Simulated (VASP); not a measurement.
A run of VASP 6.6.1 is set up as follows.

The input INCAR:

```
SYSTEM = KI
  PREC = Accurate
  ENCUT = 520
  EDIFF = 1E-6
  ISMEAR = 0
  SIGMA = 0.01
  LREAL = .False.
  LASPH = .True.
  NELM = 60
  ALGO = Normal
  ISIF = 2
  LWAVE = .False.
  LCHARG = .False.
  GGA = CA
  NBANDS = 15
```

File KPOINTS:

```
Automatic mesh
0
Gamma
  6 6 6
  0 0 0
```

The input POSCAR:

```
KI
1.0
    0.0170573808      3.4200048531      3.4200048531
    3.4200048531      0.0170573808      3.4200048531
    3.4200048531      3.4200048531      0.0170573808
K I
1 1
Direct
    0.0000000000      0.0000000000      0.0000000000
    0.5000000000      0.5000000000      0.5000000000
```

Potentials or basis: VASP PAW LDA potentials, release 64 (K_sv, I).

Command:

```bash
$ cat potpaw_LDA.64/K_sv/POTCAR potpaw_LDA.64/I/POTCAR > POTCAR
$ mpirun -np 1 vasp_std > vasp.out
```

(1) Estimate the band gap on the k mesh.

(2) Estimate the pressure.

Answers

(1) 3.86 eV, direct.

(2) 0.0 GPa.

Caveat: the cell differs from its parent crystal (equal xy, yz and zx engineering shears of +0.5 %); spin-orbit coupling is left out, which moves the levels of the heavy elements.
